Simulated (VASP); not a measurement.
# Be6S (P-31m) in VASP: further runs

The runs below take Be6S through single point, relaxation of cell and atoms, with PBE.

All numbers are computed with VASP 6.6.1; they aren't measurements. Logs are shortened: lines on timing, memory, paths and dates and some standing lists are left out, and cuts for length are marked.

### Step 1. The cell of the first run

Symmetry: P-31m, No. 162, trigonal system. The conventional cell has a = 3.891 Å, b = 3.891 Å, c = 5.494 Å, α = 90.00°, β = 90.00°, γ = 120.00°. Within 2.9 Å of Be (site symmetry m) lie 9 Be at 2.21 to 2.25 Å and 1 S at 2.26 Å. S (site symmetry -3m) has 6 Be at 2.26 Å within 3.0 Å.

### Step 2. Single point, PBE

File INCAR:

```
PREC = Accurate
ENCUT = 520
EDIFF = 1E-6
ISMEAR = 0
SIGMA = 0.2
LREAL = F
LASPH = T
NELM = 60
ALGO = Normal
ISIF = 2
LWAVE = F
LCHARG = T
GGA = PE
LELF = T
LVHAR = T
NBANDS = 18
```

File KPOINTS:

```
regular mesh
0
Gamma
  5 5 4
```

File POSCAR:

```
Be6S
1.0
    3.8905204443      0.0000000000      0.0000000000
   -1.9452602221      3.3692895387      0.0000000000
    0.0000000000      0.0000000000      5.4938809733
Be S
6 1
Direct
    0.6654939150      0.6654939150      0.3369354894
    0.3345060850      0.0000000000      0.3369354894
    0.0000000000      0.3345060850      0.3369354894
    0.6654939150      0.0000000000      0.6630645106
    0.0000000000      0.6654939150      0.6630645106
    0.3345060850      0.3345060850      0.6630645106
    0.0000000000      0.0000000000      0.0000000000
```

Potentials or basis: VASP PAW PBE potentials, release 64 (Be, S).

Command:

```sh
$ cat potpaw_PBE.64/Be/POTCAR potpaw_PBE.64/S/POTCAR > POTCAR
$ mpirun -np 1 vasp_std > vasp.out
```

OUTCAR:

```text
PREC = Accurate
   ENCUT = 520
   EDIFF = 1E-6
   ISMEAR = 0
   LREAL = F
   LASPH = T
   NELM = 60
   ISIF = 2
   GGA = PE

 ion  position               nearest neighbor table
   1  0.665  0.665  0.337-   6 2.21   4 2.21   5 2.21   2 2.24   3 2.24   2 2.24   3 2.24   3 2.25
                             2 2.25   7 2.26
   2  0.335  0.000  0.337-   4 2.21   6 2.21   5 2.21   1 2.24   1 2.24   3 2.24   3 2.24   3 2.25
                             1 2.25   7 2.26
   3  0.000  0.335  0.337-   5 2.21   6 2.21   4 2.21   1 2.24   2 2.24   1 2.24   2 2.24   2 2.25
                             1 2.25   7 2.26
   4  0.665  0.000  0.663-   2 2.21   1 2.21   3 2.21   6 2.24   6 2.24   5 2.24   5 2.24   5 2.25
                             6 2.25   7 2.26
   5  0.000  0.665  0.663-   3 2.21   1 2.21   2 2.21   6 2.24   4 2.24   6 2.24   4 2.24   4 2.25
                             6 2.25   7 2.26
   6  0.335  0.335  0.663-   1 2.21   2 2.21   3 2.21   4 2.24   5 2.24   4 2.24   5 2.24   5 2.25
                             4 2.25   7 2.26
   7  0.000  0.000  0.000-   3 2.26   5 2.26   4 2.26   2 2.26   1 2.26   6 2.26

  LATTYP: Found a hexagonal cell.
 ALAT       =     3.8905204443
 C/A-ratio  =     1.4121198056

  Lattice vectors:

 A1 = (   3.8905204443,   0.0000000000,   0.0000000000)
 A2 = (  -1.9452602221,   3.3692895387,   0.0000000000)
 A3 = (   0.0000000000,   0.0000000000,   5.4938809733)

Analysis of symmetry for initial positions (statically):
=====================================================================
 Subroutine PRICEL returns:
 Original cell was already a primitive cell.

 Routine SETGRP: Setting up the symmetry group for a
 hexagonal supercell.

 Subroutine GETGRP returns: Found 12 space group operations
 (whereof 12 operations were pure point group operations)
 out of a pool of 24 trial point group operations.

The static configuration has the point symmetry D_3d.

Analysis of symmetry for dynamics (positions and initial velocities):
=====================================================================
 Subroutine PRICEL returns:
 Original cell was already a primitive cell.

 Routine SETGRP: Setting up the symmetry group for a
 hexagonal supercell.

 Subroutine GETGRP returns: Found 12 space group operations
 (whereof 12 operations were pure point group operations)
 out of a pool of 24 trial point group operations.

The dynamic configuration has the point symmetry D_3d.

 Subroutine INISYM returns: Found 12 space group operations
 (whereof 12 operations are pure point group operations),
 and found     1 'primitive' translations

----------------------------------------------------------------------------------------

                                     Primitive cell

  volume of cell :      72.0154

  direct lattice vectors                    reciprocal lattice vectors
     3.890520444  0.000000000  0.000000000     0.257035020  0.148399238  0.000000000
    -1.945260222  3.369289539  0.000000000     0.000000000  0.296798476  0.000000000
     0.000000000  0.000000000  5.493880973     0.000000000  0.000000000  0.182020689

  length of vectors
     3.890520444  3.890520444  5.493880973     0.296798476  0.296798476  0.182020689

  position of ions in fractional coordinates (direct lattice)
     0.665493915  0.665493915  0.336935489
     0.334506085  0.000000000  0.336935489
     0.000000000  0.334506085  0.336935489
     0.665493915  0.000000000  0.663064511
     0.000000000  0.665493915  0.663064511
     0.334506085  0.334506085  0.663064511
     0.000000000  0.000000000  0.000000000

  ion indices of the primitive-cell ions
   primitive index   ion index
                 1           1
                 2           2
                 3           3
                 4           4
                 5           5
                 6           6
                 7           7

----------------------------------------------------------------------------------------

 KPOINTS: regular mesh

Automatic generation of k-mesh.
 Grid dimensions read from file:
 generate k-points for:    5    5    4

 Generating k-lattice:

  Cartesian coordinates                     Fractional coordinates (reciprocal lattice)
     0.051407004  0.029679848  0.000000000     0.200000000  0.000000000  0.000000000
     0.000000000  0.059359695  0.000000000     0.000000000  0.200000000  0.000000000
     0.000000000  0.000000000  0.045505172     0.000000000  0.000000000  0.250000000

  Length of vectors
     0.059359695  0.059359695  0.045505172

  Shift w.r.t. Gamma in fractional coordinates (k-lattice)
     0.000000000  0.000000000  0.000000000

 Subroutine IBZKPT returns following result:
 ===========================================

 Found     17 irreducible k-points:

 Following reciprocal coordinates:
            Coordinates               Weight
  0.000000  0.000000  0.000000      1.000000
  0.200000  0.000000  0.000000      6.000000
  0.400000  0.000000  0.000000      6.000000
  0.200000  0.200000  0.000000      6.000000
  0.400000  0.200000  0.000000      6.000000
  0.000000  0.000000  0.250000      2.000000
[... 9 lines left out ...]
  0.200000  0.200000  0.500000      6.000000
  0.400000  0.200000  0.500000      6.000000
   k-points           NKPTS =     17   k-points in BZ     NKDIM =     17   number of bands    NBANDS=     18
   number of dos      NEDOS =    301   number of ions     NIONS =      7
   total plane-waves  NPLWV =  37800
   dimension x,y,z NGX =    30 NGY =   30 NGZ =   42
   dimension x,y,z NGXF=    60 NGYF=   60 NGZF=   84
   ions per type =               6   1
   NGX,Y,Z   is equivalent  to a cutoff of  12.82, 12.82, 12.71 a.u.
   NGXF,Y,Z  is equivalent  to a cutoff of  25.64, 25.64, 25.42 a.u.
 SYSTEM =  unknown system
   PREC   = accura    normal or accurate (medium, high low for compatibility)
   ISTART =      0    job   : 0-new  1-cont  2-samecut
   ICHARG =      2    charge: 1-file 2-atom 10-const
   ISPIN  =      1    spin polarized calculation?
   LNONCOLLINEAR =      F non collinear calculations
   LSORBIT =      F    spin-orbit coupling
   LASPH  =      T    aspherical Exc in radial PAW
   ENCUT  =  520.0 eV  38.22 Ry    6.18 a.u.   7.23  7.23 10.21*2*pi/ulx,y,z
   NELM   =     60;   NELMIN=  2; NELMDL= -5     # of ELM steps
   EDIFF  = 0.1E-05   stopping-criterion for ELM
   LREAL  =      F    real-space projection
   EDIFFG = 0.1E-04   stopping-criterion for IOM
   NSW    =      0    number of steps for IOM
   IBRION =     -1    ionic relax: 0-MD 1-quasi-New 2-CG
   NFREE  =      0    steps in history (QN), initial steepest desc. (CG)
   ISIF   =      2    stress and relaxation
   ISYM   =      2    0-nonsym 1-usesym 2-fastsym
   POTIM  = 0.5000    time-step for ionic-motion
   TEBEG  =    0.0;   TEEND  =   0.0 temperature during run
   PSTRESS=    0.0 pullay stress
   NELECT =      18.0000    total number of electrons
   NUPDOWN=      -1.0000    fix difference up-down
   EMIN   =  10.00;   EMAX   =-10.00  energy-range for DOS
   EFERMI =   0.00;   METHOD = LEGACY
   ISMEAR =     0;   SIGMA  =   0.20  broadening in eV -4-tet -1-fermi 0-gaus
   EFERMI_NEDOS =   21; number of points for ismear=-14 and -15
   IALGO  =     38    algorithm
   IMIX   =      4    mixing-type and parameters
     AMIX     =   0.40;   BMIX     =  1.00
     AMIX_MAG =   1.60;   BMIX_MAG =  1.00
  volume/ion in A,a.u.               =      10.29        69.43
  Fermi-wavevector in a.u.,A,eV,Ry     =   1.031234  1.948750 14.469029  1.063444
  Thomas-Fermi vector in A             =   2.165372
   LORBIT       =      0    0 simple, 1 ext, 2 COOP (PROOUT), +10 PAW based schemes
   GGA     = PE    functional components
   LHFCALC =     F    Hartree Fock is set to
   AEXX    =    0.0000 exact exchange contribution
   IVDW    =     0    specifies the selected vdW correction
   LEPSILON=     F    determine dielectric tensor
   LRPA    =     F    only Hartree local field effects (RPA)
 non-spin polarized calculation
 Gauss-broadening in eV      SIGMA  =   0.20
  energy-cutoff  :      520.00
  volume of cell :       72.02
 maximum number of plane-waves:      1958
 NGX is ok and might be reduce to    30
   NGX = 15   NGY = 15   NGZ = 21

 number of electron      18.0000000 magnetization

 Free energy of the ion-electron system (eV)
  ---------------------------------------------------
  ext. energy  EPLUGINS =         0.00000000
  ---------------------------------------------------
  free energy    TOTEN  =       -25.53186096 eV

  energy without entropy =      -25.51700115  energy(sigma->0) =      -25.52443105

 E-fermi :   5.7423     XC(G=0): -10.0701

 val. band max:        5.6840829280   @ k =   0.0000   0.0000   0.0000
 cond. band min:       5.9117384330   @ k =   0.0000   0.0000   0.0000
 fundamental gap:      0.2276555050
 Fermi energy:         5.7423230249

 k-point     1 :       0.0000    0.0000    0.0000
  band No.  band energies     occupation
      1      -8.8148      2.00000
      2      -3.1927      2.00000
      3      -2.0651      2.00000
      4       2.5514      2.00000
      5       2.5514      2.00000
      6       4.2464      2.00000
[... 10 lines left out ...]
     17      12.0687      0.00000
     18      12.9096      0.00000

 k-point     2 :       0.2000    0.0000    0.0000
  band No.  band energies     occupation
      1      -8.6408      2.00000
      2      -2.8837      2.00000
      3      -1.8195      2.00000
      4       0.9371      2.00000
      5       2.2412      2.00000
      6       2.9563      2.00000
[... 10 lines left out ...]
     17      12.4269      0.00000
     18      13.0315      0.00000
[... 295 lines left out ...]
 k-point    17 :       0.4000    0.2000    0.5000
  band No.  band energies     occupation
      1      -8.1649      2.00000
      2      -2.4578      2.00000
      3      -1.0932      2.00000
      4      -0.3945      2.00000
      5       0.2237      2.00000
      6       0.9070      2.00000
[... 10 lines left out ...]
     17      14.5275      0.00000
     18      14.6931      0.00000

------------------------ aborting loop because EDIFF is reached ----------------------------------------

  FORCE on cell =-STRESS in cart. coord.  units (eV):
  Direction    XX          YY          ZZ          XY          YZ          ZX
  --------------------------------------------------------------------------------------
  -------------------------------------------------------------------------------------
  Total        0.1839048      0.1839048      0.3152366      0.0000000      0.0000000      0.0000000
  in kB        4.0914598      4.0914598      7.0132922      0.0000000      0.0000000      0.0000000
  external PRESSURE =       5.0654040 kB  Pullay stress =       0.0000000 kB

 VOLUME and BASIS-vectors are now :
 -----------------------------------------------------------------------------
  energy-cutoff  :      520.00
  volume of cell :       72.02
      direct lattice vectors                 reciprocal lattice vectors
     3.890520444  0.000000000  0.000000000     0.257035020  0.148399238  0.000000000
    -1.945260222  3.369289539  0.000000000     0.000000000  0.296798476  0.000000000
     0.000000000  0.000000000  5.493880973     0.000000000  0.000000000  0.182020689

 POSITION                                       TOTAL-FORCE (eV/Angst)
 -----------------------------------------------------------------------------------
      1.29456      2.24224      1.85108        -0.006465     -0.011197     -0.032859
      1.30140      0.00000      1.85108         0.012929     -0.000000     -0.032859
     -0.65070      1.12705      1.85108        -0.006465      0.011197     -0.032859
      2.58912      0.00000      3.64280        -0.012929     -0.000000      0.032859
     -1.29456      2.24224      3.64280         0.006465     -0.011197      0.032859
      0.65070      1.12705      3.64280         0.006465      0.011197      0.032859
      0.00000      0.00000      0.00000         0.000000     -0.000000      0.000000
 -----------------------------------------------------------------------------------
    total drift:                                0.000000     -0.000000      0.000000

  FREE ENERGIE OF THE ION-ELECTRON SYSTEM (eV)
  ---------------------------------------------------
  free  energy   TOTEN  =       -25.5318609550 eV

  energy  without entropy=      -25.5170011451  energy(sigma->0) =      -25.52443105
```

Run time: 14 s. Hardware: 1 thread of Intel Xeon 6975P-C (Granite Rapids), shared host; peak memory 0.17 GiB.

What came out:

| Quantity | Value |
| --- | --- |
| Free energy | -25.5319 eV |
| Pressure | 0.5 GPa |
| Largest force | 0.035 eV/Å |
| Band gap on the k mesh | zero (band 9 reaches 5.68 eV, above the bottom of band 10 at 5.63 eV) |

Forces on the atoms (eV/Å):
```
Be  -0.006 -0.011 -0.033
Be   0.013  0.000 -0.033
Be  -0.006  0.011 -0.033
Be  -0.013  0.000  0.033
Be   0.006 -0.011  0.033
Be   0.006  0.011  0.033
S    0.000  0.000  0.000
```

Caveat: the k points lie up to 0.37 Å⁻¹ apart.

### Step 3. Relaxation of cell and atoms, PBE

This run uses another cell than the first one, of 9.17 Å³/atom, 0.891 times its volume.

File INCAR:

```
ALGO = Normal ; EDIFF = 1E-6
EDIFFG = -0.08 ; ENCUT = 600
GGA = PE ; IBRION = 2
ISIF = 3 ; ISMEAR = 0
LASPH = True ; LCHARG = False
LREAL = False ; LWAVE = False
NELM = 80 ; NSW = 36
PREC = Accurate ; SIGMA = 0.2
```

File KPOINTS:

```
k-points
0
Gamma
  5 5 4
```

File POSCAR:

```
Be6S
1.0
    3.9500000000      0.0000000000      0.0000000000
   -1.9750000000      3.4208003400      0.0000000000
    0.0000000000      0.0000000000      4.7500000000
Be S
6 1
Direct
    0.6667000000      0.6667000000      0.3200000000
    0.3333000000      0.0000000000      0.3200000000
    0.0000000000      0.3333000000      0.3200000000
    0.6667000000      0.0000000000      0.6800000000
    0.0000000000      0.6667000000      0.6800000000
    0.3333000000      0.3333000000      0.6800000000
    0.0000000000      0.0000000000      0.0000000000
```

Potentials or basis: VASP PAW PBE potentials, release 64 (Be, S).

Command:

```sh
$ cat potpaw_PBE.64/Be/POTCAR potpaw_PBE.64/S/POTCAR > POTCAR
$ mpirun -np 1 vasp_std > vasp.out
```

It took 50 s on 1 thread of Intel Xeon 6975P-C (Granite Rapids), shared host; peak memory 0.19 GiB.

Results (log left out):

```yaml
Free_energy: -25.5315 eV
Relaxed_volume: 10.32 Å³/atom
Relaxed_cell: a = 3.890 Å, b = 3.890 Å, c = 5.511 Å, α = 90.00°, β = 90.00°, γ = 120.00°
Space_group_after_relaxing_to_0.05_Å: P-31m (No. 162)
Energy_gained_by_relaxing: 167.0 meV/atom
Ionic_steps: 8
Pressure_after_relaxing: 0.1 GPa
Largest_force_after_relaxing: 0.040 eV/Å
Band_gap_on_the_k_mesh: zero (band 9 reaches 5.71 eV, above the bottom of band 10 at 5.64 eV)
```

Forces on the atoms (eV/Å):
```
Be   0.013  0.022  0.031
Be  -0.025  0.000  0.031
Be   0.013 -0.022  0.031
Be   0.025  0.000 -0.031
Be  -0.013  0.022 -0.031
Be  -0.013 -0.022 -0.031
S    0.000  0.000  0.000
```

Stress tensor (GPa, compression positive):
```
 0.27  0.00  0.00
 0.00  0.27  0.00
 0.00  0.00 -0.17
```

The path:
```csv
step,energy change (eV),largest force (eV/Å),pressure (GPa),volume (Å³)
1,0.0000,0.9122,15.39,64.18
2,-0.9558,0.3684,-0.59,72.55
3,-0.9826,0.4226,-5.48,76.91
4,-1.0003,0.3907,-3.95,75.35
5,-1.1358,0.2495,-1.56,73.38
6,-1.1638,0.1278,0.31,72.01
7,-1.1639,0.1346,0.21,72.09
8,-1.1688,0.0402,0.12,72.21
```

Final structure:
```
Be S
1.0
     3.88974    0.00000    0.00000
    -1.94487    3.36862    0.00000
     0.00000    0.00000    5.51130
Be S
6 1
Direct
  0.66462 0.66462 0.33567
  0.33538 0.00000 0.33567
  0.00000 0.33538 0.33567
  0.66462 0.00000 0.66433
  0.00000 0.66462 0.66433
  0.33538 0.33538 0.66433
  0.00000 0.00000 0.00000
```

Levels at points of the mesh, in eV from the Fermi level:
```tsv
k point	band 6	band 7	band 8	band 9	band 10	band 11	band 12	band 13
(0.00, 0.00, 0.00)	-1.46	-0.55	-0.04	-0.04	0.12	0.82	0.82	1.53
(0.00, 0.00, 0.50)	-2.71	-0.62	-0.42	-0.10	-0.10	0.93	0.93	1.71
```

Caveat: the k points lie up to 0.37 Å⁻¹ apart in the final cell; the relaxation stopped at a loose force limit of 0.08 eV/Å, so its end isn't a converged minimum.
